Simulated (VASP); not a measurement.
PbI2: single point with PBE

PbI2:

```
Pb I
1.0
     4.56408    0.00000    0.00000
    -2.28204    3.95261    0.00000
     0.00000    0.00000    7.04751
Pb I
1 2
Direct
  0.00000 0.00000 0.00000
  0.33333 0.66667 0.26671
  0.66667 0.33333 0.73329
```

```yaml
Program: VASP 6.6.1
Task: single point
Functional: PBE
Potentials_or_basis: VASP PAW PBE potentials, release 64 (Pb_d, I)
Cutoff: 500 eV
k_mesh: 6 × 6 × 2
Occupations: gaussian, width 0.01 eV
Spin: no spin polarisation
```

The pressure is 1.3 GPa, the largest force is 0.044 eV/Å and the band gap on the k mesh is 2.23 eV.

Forces in eV/Å, atoms in the order of the input:
```
Pb   0.000  0.000  0.000
I    0.000  0.000  0.044
I    0.000  0.000 -0.044
```

Levels at points of the mesh, in eV from the valence-band top:
```
           k point  band 12  band 13  band 14  band 15  band 16  band 17
(0.00, 0.00, 0.00)    -0.90    -0.90    -0.74     2.49     3.34     3.34
(0.50, 0.00, 0.00)    -1.57    -0.76    -0.39     2.84     3.64     4.61
(0.00, 0.00, 0.50)    -0.72    -0.72     0.00     2.23     3.16     3.16
(0.50, 0.00, 0.50)    -1.33    -1.12    -0.69     3.17     3.68     4.07
```

Run time: 27 s on 1 thread of Intel(R) Xeon(R) Platinum 8488C (Sapphire Rapids) (shared host), peak memory 0.24 GiB.

Caveat: the k points lie up to 0.45 Å⁻¹ apart; spin-orbit coupling is left out, which moves the levels of the heavy elements; this functional lacks dispersion, which binds layers or chains, so the pressure and a relaxed spacing across them are unreliable. A k mesh can miss the band edges.
